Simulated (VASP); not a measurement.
Runs of VASP 6.6.1 on GaSb. The structure is that of space group F-43m (No. 216), or close to it. The cells are those of the table. 

```tsv
cell	gap on the mesh (eV)	pressure (GPa)
a = 4.411 Å, angles 60.0°, 2 atoms	none	(c)
a = 4.326 Å, angles 60.0°, 2 atoms	0.04	2.4
a = 4.238 Å, angles 60.0°, 2 atoms	0.49	6.4
a = 4.282 Å, angles 60.0°, 2 atoms	(b)	(a)
```

Alike in all rows: task single point; level PBE; potentials or basis VASP PAW PBE potentials, release 64 (Sb, Ga_d); no spin polarisation; k mesh 11 × 11 × 11; cutoff (eV) 520; smearing fermi-dirac 0.02 eV.

Fill in the values left out.

(a) 4.2; (b) 0.26; (c) -0.4.

Caveats: spin-orbit coupling is left out, which moves the levels of the heavy elements; an odd mesh through Γ misses points on the zone boundary, where band edges can lie (at least some runs); the cell stands under pressure (at least some runs); semilocal functionals underestimate gaps, so a narrow gap can read as zero (at least some runs).

A k mesh can miss the band edges, and the runs leave out spin-orbit coupling on Ga, Sb.

A gap of «none» marks levels without a gap at the run's occupations.
